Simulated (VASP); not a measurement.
# Pb in VASP: a series of runs

Aim: see how the results for Pb move with the level of theory and the settings. Levels: PBEsol, PBE. Tasks: single point, relaxation of cell and atoms.

Program: VASP 6.6.1. These are calculated values, not measurements. Logs are shortened: lines on timing, memory, paths and dates and some standing lists are left out, and cuts for length are marked.

## (1) The cell of the first run

Symmetry: P6_3/mmc, No. 194, hexagonal system. The conventional cell has a = 3.478 Å, b = 3.478 Å, c = 11.416 Å, α = 90.00°, β = 90.00°, γ = 120.00°. Pb (site symmetry -6m2) has 12 Pb at 3.48 to 3.49 Å within 4.6 Å. Pb (site symmetry -3m) has 12 Pb at 3.48 to 3.49 Å within 4.6 Å.

## (2) Single point, PBEsol

Input file INCAR:

```
SYSTEM = Pb
  ALGO = Normal
  EDIFF = 1E-6
  ENCUT = 520
  GGA = PS
  ISIF = 2
  ISMEAR = -1
  LASPH = .True.
  LCHARG = .False.
  LREAL = .False.
  LWAVE = .False.
  NBANDS = 36
  NELM = 80
  PREC = Accurate
  SIGMA = 0.05
```

Input file KPOINTS:

```
k-points
0
Gamma
  9 9 3
  0 0 0
```

Input file POSCAR:

```
Pb
1.0
    3.4777417577      0.0000000000      0.0000000000
   -1.7388708789      3.0118127099      0.0000000000
    0.0000000000      0.0000000000     11.4157486703
Pb
4
Direct
    0.6666666667      0.3333333333      0.7500000000
    0.0000000000      0.0000000000      0.5000000000
    0.3333333333      0.6666666667      0.2500000000
    0.0000000000      0.0000000000      0.0000000000
```

Potentials or basis: VASP PAW PBE potentials, release 64 (Pb_d).

Command:

```sh
cat potpaw_PBE.64/Pb_d/POTCAR > POTCAR
mpirun -np 1 vasp_std > vasp.out
```

OUTCAR:

```text
SYSTEM = Pb
   EDIFF = 1E-6
   ENCUT = 520
   GGA = PS
   ISIF = 2
   ISMEAR = -1
   LASPH = .True.
   LREAL = .False.
   NELM = 80
   PREC = Accurate

 ion  position               nearest neighbor table
   1  0.667  0.333  0.750-   2 3.49   4 3.49   2 3.49   4 3.49   2 3.49   4 3.49
   2  0.000  0.000  0.500-   1 3.49   3 3.49   3 3.49   1 3.49   1 3.49   3 3.49
   3  0.333  0.667  0.250-   2 3.49   4 3.49   2 3.49   4 3.49   2 3.49   4 3.49
   4  0.000  0.000  0.000-   1 3.49   3 3.49   3 3.49   1 3.49   1 3.49   3 3.49

  LATTYP: Found a hexagonal cell.
 ALAT       =     3.4777417577
 C/A-ratio  =     3.2825176409

  Lattice vectors:

 A1 = (   3.4777417577,   0.0000000000,   0.0000000000)
 A2 = (  -1.7388708789,   3.0118127099,   0.0000000000)
 A3 = (   0.0000000000,   0.0000000000,  11.4157486703)

Analysis of symmetry for initial positions (statically):
=====================================================================
 Subroutine PRICEL returns:
 Original cell was already a primitive cell.

 Routine SETGRP: Setting up the symmetry group for a
 hexagonal supercell.

 Subroutine GETGRP returns: Found 24 space group operations
 (whereof 12 operations were pure point group operations)
 out of a pool of 24 trial point group operations.

The static configuration has the point symmetry D_3d.
 The point group associated with its full space group is D_6h.

Analysis of symmetry for dynamics (positions and initial velocities):
=====================================================================
 Subroutine PRICEL returns:
 Original cell was already a primitive cell.

 Routine SETGRP: Setting up the symmetry group for a
 hexagonal supercell.

 Subroutine GETGRP returns: Found 24 space group operations
 (whereof 12 operations were pure point group operations)
 out of a pool of 24 trial point group operations.

The dynamic configuration has the point symmetry D_3d.
 The point group associated with its full space group is D_6h.

 Subroutine INISYM returns: Found 24 space group operations
 (whereof 12 operations are pure point group operations),
 and found     1 'primitive' translations

----------------------------------------------------------------------------------------

                                     Primitive cell

  volume of cell :     119.5721

  direct lattice vectors                    reciprocal lattice vectors
     3.477741758  0.000000000  0.000000000     0.287542914  0.166012979  0.000000000
[... 89 lines left out ...]
   EDIFF  = 0.1E-05   stopping-criterion for ELM
   LREAL  =      F    real-space projection
   EDIFFG = 0.1E-04   stopping-criterion for IOM
   NSW    =      0    number of steps for IOM
   IBRION =     -1    ionic relax: 0-MD 1-quasi-New 2-CG
   NFREE  =      0    steps in history (QN), initial steepest desc. (CG)
   ISIF   =      2    stress and relaxation
   ISYM   =      2    0-nonsym 1-usesym 2-fastsym
   POTIM  = 0.5000    time-step for ionic-motion
   TEBEG  =    0.0;   TEEND  =   0.0 temperature during run
   PSTRESS=    0.0 pullay stress
   NELECT =      56.0000    total number of electrons
   NUPDOWN=      -1.0000    fix difference up-down
   EMIN   =  10.00;   EMAX   =-10.00  energy-range for DOS
   EFERMI =   0.00;   METHOD = LEGACY
   ISMEAR =    -1;   SIGMA  =   0.05  broadening in eV -4-tet -1-fermi 0-gaus
   EFERMI_NEDOS =   21; number of points for ismear=-14 and -15
   IALGO  =     38    algorithm
   IMIX   =      4    mixing-type and parameters
     AMIX     =   0.40;   BMIX     =  1.00
     AMIX_MAG =   1.60;   BMIX_MAG =  1.00
  volume/ion in A,a.u.               =      29.89       201.73
  Fermi-wavevector in a.u.,A,eV,Ry     =   1.271338  2.402480 21.991092  1.616300
  Thomas-Fermi vector in A             =   2.404276
   LORBIT       =      0    0 simple, 1 ext, 2 COOP (PROOUT), +10 PAW based schemes
   GGA     = PS    functional components
   LHFCALC =     F    Hartree Fock is set to
   AEXX    =    0.0000 exact exchange contribution
   IVDW    =     0    specifies the selected vdW correction
   LEPSILON=     F    determine dielectric tensor
   LRPA    =     F    only Hartree local field effects (RPA)
 non-spin polarized calculation
  energy-cutoff  :      520.00
  volume of cell :      119.57
 maximum number of plane-waves:      3252
 NGX is ok and might be reduce to    28
   NGX = 13   NGY = 13   NGZ = 43

 number of electron      56.0000013 magnetization

 Free energy of the ion-electron system (eV)
  ---------------------------------------------------
  ext. energy  EPLUGINS =         0.00000000
  ---------------------------------------------------
  free energy    TOTEN  =       -16.02593847 eV

  energy without entropy =      -16.01759454  energy(sigma->0) =      -16.02176650

 E-fermi :   7.2234     XC(G=0): -10.4112

 val. band max:        7.2035789613   @ k =   0.3333   0.0000   0.3333
 cond. band min:       7.3827682823   @ k =   0.4444   0.1111   0.0000
 fundamental gap:      0.1791893210
 Fermi energy:         7.2234126259

 k-point     1 :       0.0000    0.0000    0.0000
  band No.  band energies     occupation
      1      -9.7913      2.00000
      2      -9.7799      2.00000
      3      -9.7530      2.00000
      4      -9.7530      2.00000
      5      -9.7385      2.00000
      6      -9.7356      2.00000
[... 925 lines left out ...]
     35      10.2554      0.00000
     36      11.1296      0.00000

------------------------ aborting loop because EDIFF is reached ----------------------------------------

  FORCE on cell =-STRESS in cart. coord.  units (eV):
  Direction    XX          YY          ZZ          XY          YZ          ZX
  --------------------------------------------------------------------------------------
  -------------------------------------------------------------------------------------
  Total       -0.0844350     -0.0844350     -0.0691017      0.0000000     -0.0000000      0.0000000
  in kB       -1.1313663     -1.1313663     -0.9259117      0.0000000     -0.0000000      0.0000000
  external PRESSURE =      -1.0628814 kB  Pullay stress =       0.0000000 kB

 VOLUME and BASIS-vectors are now :
 -----------------------------------------------------------------------------
  energy-cutoff  :      520.00
  volume of cell :      119.57
      direct lattice vectors                 reciprocal lattice vectors
     3.477741758  0.000000000  0.000000000     0.287542914  0.166012979  0.000000000
    -1.738870879  3.011812710  0.000000000     0.000000000  0.332025958  0.000000000
     0.000000000  0.000000000 11.415748670     0.000000000  0.000000000  0.087598285

 POSITION                                       TOTAL-FORCE (eV/Angst)
 -----------------------------------------------------------------------------------
      1.73887      1.00394      8.56181         0.000000     -0.000000     -0.000000
      0.00000      0.00000      5.70787        -0.000000      0.000000     -0.000000
     -0.00000      2.00788      2.85394         0.000000      0.000000      0.000000
      0.00000      0.00000      0.00000        -0.000000      0.000000     -0.000000
 -----------------------------------------------------------------------------------
    total drift:                                0.000000     -0.000000      0.000000

  FREE ENERGIE OF THE ION-ELECTRON SYSTEM (eV)
  ---------------------------------------------------
  free  energy   TOTEN  =       -16.0259384710 eV

  energy  without entropy=      -16.0175945360  energy(sigma->0) =      -16.02176650
```

stdout:

```text
POSCAR found type information on POSCAR Pb
 POSCAR found :  1 types and       4 ions
 scaLAPACK will be used
 -----------------------------------------------------------------------------
|                                                                             |
|                                                                             |
|     You enforced a specific xc type in the INCAR file but a different       |
|     I HOPE YOU KNOW WHAT YOU ARE DOING!                                     |
|                                                                             |
 -----------------------------------------------------------------------------

 LDA part: xc-table for (Slater+PW92), standard interpolation
 POSCAR, INCAR and KPOINTS ok, starting setup
 FFT: planning ... GRIDC
 FFT: planning ... GRID_SOFT
 FFT: planning ... GRID
 WAVECAR not read
 entering main loop
```

It took 76 s on 1 thread of Intel Xeon Platinum 8259CL at 2.50GHz (Skylake/Cascade Lake), shared host; peak memory 0.28 GiB.

Results:

* Free energy: -16.0259 eV
* Pressure: -0.1 GPa
* Band gap on the k mesh: zero (band 28 reaches 13.07 eV, above the bottom of band 29 at 5.14 eV)

Caveat: the PAW data sets were made with another functional, which shifts forces and pressure a little; spin-orbit coupling is left out, which moves the levels of the heavy elements.

[end of part 1 of 2]
